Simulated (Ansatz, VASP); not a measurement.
## MgB2: VASP beside Ansatz

```
Mg B
1.0
     3.07574    0.00000    0.00000
    -1.53787    2.66367    0.00000
     0.00000    0.00000    3.52498
Mg B
1 2
Direct
  0.00000 0.00000 0.00000
  0.33333 0.66667 0.50000
  0.66667 0.33333 0.50000
```

Alike in both runs: functional PBE; k mesh 21 × 21 × 16; occupations fermi-dirac, width 0.15 eV; no spin polarisation.

Ansatz relaxed the structure, and its values are those at the end. VASP's run is a single point on that final structure, the one shown.

|  | VASP | Ansatz |
| --- | --- | --- |
| version | VASP 6.6.1 | Ansatz 0.2.0 |
| potentials or method | VASP PAW PBE potentials, release 64 (Mg, B), cutoff 520 eV | scalar-relativistic, plane waves, PAW |
| valence electrons in the cell | 8 | 16 |

```csv
,VASP,Ansatz,Ansatz less VASP
gap on the k mesh at the Fermi level (eV),none,none,-
pressure (GPa),-0.3,0.0,+0.25
```

A gap of «none» marks a metal or a gap that the smearing closes. The functional is the same, so the differences come from potentials, cutoffs and numerics. VASP's potentials hold 8 valence electrons a cell and Ansatz's 16, so a difference there can come from the potentials and not from the codes.
